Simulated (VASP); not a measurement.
Input of a VASP 6.6.1 run:

INCAR

```
SYSTEM = Al2Cl
PREC     = Accurate       ! precision mode
ENCUT    = 600            ! plane-wave cutoff, eV
EDIFF    = 1E-7           ! SCF threshold, eV
ISMEAR   = 0              ! smearing method
SIGMA    = 0.1            ! smearing width, eV
LREAL    = .FALSE.        ! projectors in reciprocal space
LASPH    = .TRUE.         ! aspherical terms in the spheres
NELM     = 60             ! most SCF steps
ALGO     = Normal         ! electronic algorithm
ISIF     = 3              ! what is computed and relaxed
LWAVE    = .FALSE.        ! write WAVECAR
LCHARG   = .FALSE.        ! write CHGCAR
GGA      = PE             ! functional
IBRION   = 2              ! ionic algorithm
NSW      = 90             ! ionic steps
EDIFFG   = -0.04          ! ionic threshold
```

File KPOINTS:

```
regular mesh
0
G
  4 4 4
  0 0 0
```

Contents of POSCAR:

```
Al2Cl
1.0
    3.7891741700      0.0000000000      0.0000000000
    0.0000000000      3.7891741700      0.0000000000
    0.0000000000      0.0000000000      4.7668408700
Al Cl
2 1
Direct
    0.5000000000      0.0000000000      0.3480306200
    0.0000000000      0.5000000000      0.3480306200
    0.0000000000      0.0000000000      0.3848475800
```

Potentials or basis: VASP PAW PBE potentials, release 64 (Al, Cl).

Command:

```bash
$ cat potpaw_PBE.64/Al/POTCAR potpaw_PBE.64/Cl/POTCAR > POTCAR
$ mpirun -np 1 vasp_std > vasp.out
```

(1) Estimate the space group after relaxing (to 0.05 Å).

(2) Estimate the relaxed volume.

## Answers

(1) P4mm (No. 99).

(2) 24.98 Å³/atom.

Caveat: the k points lie up to 0.55 Å⁻¹ apart in the final cell; an odd number of electrons without spin polarisation forces a metal; a magnetic or distorted state may lie lower.
